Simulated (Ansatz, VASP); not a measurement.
**Two plane-wave programs on KI**

The input INCAR:

```
  PREC = Accurate
  ENCUT = 520
  EDIFF = 1E-8
  ISMEAR = -1
  SIGMA = 0.01
  LREAL = False
  LASPH = True
  NELM = 60
  ALGO = Normal
  ISIF = 2
  LWAVE = False
  LCHARG = False
  GGA = PE
  LEFG = True
  NBANDS = 15
```

File KPOINTS:

```
Automatic mesh
0
Gamma
  8 8 8
```

POSCAR

```
KI
1.0
    0.0000000000      3.4889460506      3.4889460506
    3.4889460506      0.0000000000      3.4889460506
    3.4889460506      3.4889460506      0.0000000000
K I
1 1
Direct
    0.0000000000      0.0000000000      0.0000000000
    0.5000000000      0.5000000000      0.5000000000
```

Input for Ansatz:

```yaml
crystal:
  lattice:
    - [0.0, 3.4889460506, 3.4889460506]
    - [3.4889460506, 0.0, 3.4889460506]
    - [3.4889460506, 3.4889460506, 0.0]
  atoms:
    - { symbol: K, position: [0.0, 0.0, 0.0] }
    - { symbol: I, position: [0.5, 0.5, 0.5] }
kpoints:
  mp_grid: { grid: [8, 8, 8] }
scf:
  occupations: { method: fermi_dirac, width: 0.01 }
hamiltonian:
  xc: pbe
  pseudopotentials: { kind: paw }
output:
  forces: true
  stress: true
  eigenvalues: true
  efg: { contact_densities: true }
```

Change from the starting cell: volume scaled by 0.97, PAW files.

Alike in both runs: task electric field gradients; functional PBE; k mesh 8 × 8 × 8; occupations fermi-dirac, width 0.01 eV; no spin polarisation.

|  | VASP | Ansatz |
| --- | --- | --- |
| version | VASP 6.6.1 | Ansatz 0.2.0 |
| potentials or method | VASP PAW PBE potentials, release 64 (K_sv, I) | PAW with Ansatz's default frozen-core files, scalar-relativistic |
| plane-wave cutoff (eV) | 520 | 420 |
| valence electrons in the cell | 16 | 26 |

|  | VASP | Ansatz | Ansatz less VASP |
| --- | --- | --- | --- |
| gap on the k mesh at the Fermi level (eV) | 4.05 | 4.06 | +0.004 |
| pressure (GPa) | 1.2 | 1.1 | -0.03 |

VASP's potentials hold 16 valence electrons a cell and Ansatz's 26, so a difference there can come from the potentials and not from the codes.

Neither program's run includes spin-orbit coupling.
